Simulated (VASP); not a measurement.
Input of a VASP 6.6.1 run:

INCAR

```
SYSTEM = Ir
  ALGO = Normal
  EDIFF = 1E-6
  ENCUT = 520
  GGA = PS
  ISIF = 2
  ISMEAR = 0
  LASPH = .True.
  LCHARG = .False.
  LREAL = .False.
  LWAVE = .False.
  NBANDS = 10
  NELM = 100
  PREC = Accurate
  SIGMA = 0.15
```

KPOINTS

```
k-points
0
Gamma
  22 22 22
  0 0 0
```

File POSCAR:

```
Ir
1.0
    0.0000000000      1.9484955000      1.9772910000
    1.9484955000      0.0000000000      1.9772910000
    1.9484955000      1.9484955000      0.0000000000
Ir
1
Direct
    0.0000000000      0.0000000000      0.0000000000
```

Potentials or basis: VASP PAW PBE potentials, release 64 (Ir).

Command:

```bash
$ cat potpaw_PBE.64/Ir/POTCAR > POTCAR
$ mpirun -np 1 vasp_std > vasp.out
```

Problem. Estimate the pressure.

Solution. -21.0 GPa.

Stress tensor (GPa, compression positive):
```
-19.43   0.00   0.00
  0.00 -19.43   0.00
  0.00   0.00 -24.05
```

Caveat: the cell differs from its parent crystal (strain +0.015 along x and y, +0.030 along z); the PAW data sets were made with another functional, which shifts forces and pressure a little.
